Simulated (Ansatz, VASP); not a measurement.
## One calculation of Ir, two programs

The input INCAR:

```
PREC     = Accurate       # precision mode
ENCUT    = 560            # plane-wave cutoff, eV
EDIFF    = 1E-6           # SCF threshold, eV
ISMEAR   = 0              # smearing method
SIGMA    = 0.15           # smearing width, eV
LREAL    = False          # projectors in reciprocal space
LASPH    = True           # aspherical terms in the spheres
NELM     = 120            # most SCF steps
ALGO     = Normal         # electronic algorithm
ISIF     = 2              # what is computed and relaxed
LWAVE    = False          # write WAVECAR
LCHARG   = False          # write CHGCAR
NBANDS   = 14             # bands
GGA_COMPAT= False
```

Contents of KPOINTS:

```
regular mesh
0
Gamma
  22 22 22
```

The input POSCAR:

```
Ir
1.0
    0.0000000000      1.8098000219      2.1120366255
    1.8098000219      0.0000000000      2.1120366255
    1.8098000219      1.8098000219      0.0000000000
Ir
1
Direct
    0.0000000000      0.0000000000      0.0000000000
```

Input for Ansatz:

```yaml
crystal:
  lattice:
    - [0.0, 1.8098000219, 2.1120366255]
    - [1.8098000219, 0.0, 2.1120366255]
    - [1.8098000219, 1.8098000219, 0.0]
  atoms:
    - { symbol: Ir, position: [0.0, 0.0, 0.0] }
basis:
  ecutwfc: 420
kpoints:
  mp_grid: { grid: [22, 22, 22] }
hamiltonian:
  xc: lda
  pseudopotentials: { kind: paw, azcp: { folder: soft_1 } }
scf:
  occupations: { method: gaussian, width: 0.15 }
output:
  forces: true
  stress: true
  eigenvalues: true
```

Alike in both runs: task single point; functional LDA; k mesh 22 × 22 × 22; occupations gaussian, width 0.15 eV; no spin polarisation.

|  | VASP | Ansatz |
| --- | --- | --- |
| version | VASP 6.6.1 | Ansatz 0.2.0 |
| potentials or method | VASP PAW LDA potentials, release 64 (Ir_sv_GW), cutoff 560 eV | scalar-relativistic, plane waves, PAW |
| valence electrons in the cell | 17 | 17 |

```csv
,VASP,Ansatz,Ansatz less VASP
gap on the k mesh at the Fermi level (eV),none,none,-
pressure (GPa),6.3,6.7,+0.36
"traceless stress, the component that is largest in VASP (GPa)",-38.97,-39.02,-0.046
```

Ansatz warns that its potentials were made for another functional, while VASP's fit it. LDA's correlation is that of Perdew and Zunger in VASP and of Perdew and Wang (1992) in Ansatz. A gap of «none» marks a metal or a gap that the smearing closes.

Neither program's run includes spin-orbit coupling.
